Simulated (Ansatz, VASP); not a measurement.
CaSe: VASP beside Ansatz

```
Ca Se
1.0
     0.00000    3.48370    2.96115
     3.48370    0.00000    2.96115
     3.48370    3.48370    0.00000
Ca Se
1 1
Direct
  0.00000 0.00000 0.00000
  0.75000 0.75000 0.75000
```

Alike in both runs: task single point; functional LDA; k mesh 8 × 8 × 8; occupations gaussian, width 0.05 eV; no spin polarisation.

|  | VASP | Ansatz |
| --- | --- | --- |
| version | VASP 6.6.1 | Ansatz 0.2.0 |
| potentials or method | VASP PAW LDA potentials, release 64 (Ca_sv, Se), cutoff 520 eV | scalar-relativistic, plane waves, PAW |
| valence electrons in the cell | 16 | 26 |

```csv
,VASP,Ansatz,Ansatz less VASP
gap on the k mesh at the Fermi level (eV),2.67,2.65,-0.014
least direct gap on the mesh (eV),2.79,2.77,-0.016
pressure (GPa),-3.1,-3.2,-0.13
"traceless stress, the component that is largest in VASP (GPa)",0.47,0.50,+0.030
```

LDA's correlation is that of Perdew and Zunger in VASP and of Perdew and Wang (1992) in Ansatz. VASP's potentials hold 16 valence electrons a cell and Ansatz's 26, so a difference there can come from the potentials and not from the codes.
